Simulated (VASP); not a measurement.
## NiSb: single point with PBE

Crystal: NiSb.

```
Ni Sb
1.0
     3.92358    0.00000    0.00000
    -1.96179    3.39792    0.00000
     0.00000    0.00000    5.08713
Ni Sb
2 2
Direct
  0.00000 0.00000 0.00000
  0.00000 0.00000 0.50000
  0.33333 0.66667 0.25000
  0.66667 0.33333 0.75000
```

| Item | Value |
| --- | --- |
| Program | VASP 6.6.1 |
| Task | single point |
| Functional | PBE |
| Potentials or basis | VASP PAW PBE potentials, release 64 (Ni, Sb) |
| Cutoff | 520 eV |
| k mesh | 12 × 12 × 8 |
| Occupations | gaussian, width 0.1 eV |
| Spin | no spin polarisation |
| Dipole correction | no |
| Further INCAR settings | ALGO = Normal; EDIFF = 1e-06; NBANDS = 23 |

```json
{
  "Pressure": "4.8 GPa",
  "Band gap on the k mesh": "zero (bands 15 and 16 overlap by 3.40 eV)"
}
```

Stress tensor (GPa, compression positive):
```
4.71 0.00 0.00
0.00 4.71 0.00
0.00 0.00 4.88
```

Levels at points of the mesh, in eV from the Fermi level:
| k point | band 13 | band 14 | band 15 | band 16 | band 17 | band 18 |
| --- | --- | --- | --- | --- | --- | --- |
| (0.00, 0.00, 0.00) | -0.03 | 0.55 | 0.55 | 2.46 | 2.46 | 3.09 |
| (0.50, 0.00, 0.00) | -1.64 | -1.43 | -1.35 | -0.36 | 1.15 | 3.41 |
| (0.00, 0.00, 0.50) | 0.29 | 0.29 | 2.07 | 2.07 | 2.07 | 2.07 |
| (0.50, 0.00, 0.50) | -1.86 | -1.86 | 0.17 | 0.17 | 1.70 | 1.70 |

It took 2.3 min on 1 thread of Intel(R) Xeon(R) Platinum 8259CL CPU @ 2.50GHz (Skylake/Cascade Lake), on a shared host, peak memory 0.27 GiB.

Caveat: the cell stands under pressure; spin-orbit coupling is left out, which moves the levels of the heavy elements. Spin polarisation is off, so any magnetic state and its effect on volume and gap are missing.
